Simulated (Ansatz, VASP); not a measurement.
## Two plane-wave programs on Ge

```
CELL_PARAMETERS angstrom
0.00000 2.79531 2.75274
2.79531 0.00000 2.75274
2.79531 2.79531 0.00000
ATOMIC_POSITIONS crystal
Ge 0.50000 0.50000 0.50000
Ge 0.75000 0.75000 0.75000
```

Change from the starting cell: strain -0.015 along x and y, -0.030 along z, atoms carried along.

Alike in both runs: task single point; functional PBEsol; k mesh 18 × 18 × 18; occupations gaussian, width 0.15 eV; no spin polarisation.

|  | VASP | Ansatz |
| --- | --- | --- |
| version | VASP 6.6.1 | Ansatz 0.2.0 |
| potentials or method | VASP PAW PBE potentials, release 64 (Ge_d), cutoff 520 eV | scalar-relativistic, plane waves, PAW |
| valence electrons in the cell | 28 | 28 |

Ansatz gave:

```
gap on the k mesh at the Fermi level (eV)                     : 0.19
least direct gap on the mesh (eV)                             : 0.37
pressure (GPa)                                                : 4.7
traceless stress, the component that is largest in VASP (GPa) : 0.73
```

Question: Which values does VASP return?

Answer: gap on the k mesh at the Fermi level (eV): 0.20; least direct gap on the mesh (eV): 0.39; pressure (GPa): 4.6; traceless stress, the component that is largest in VASP (GPa): 0.74.

VASP's potentials were made for PBE, not for PBEsol. The functional is the same, so the differences come from potentials, cutoffs and numerics.
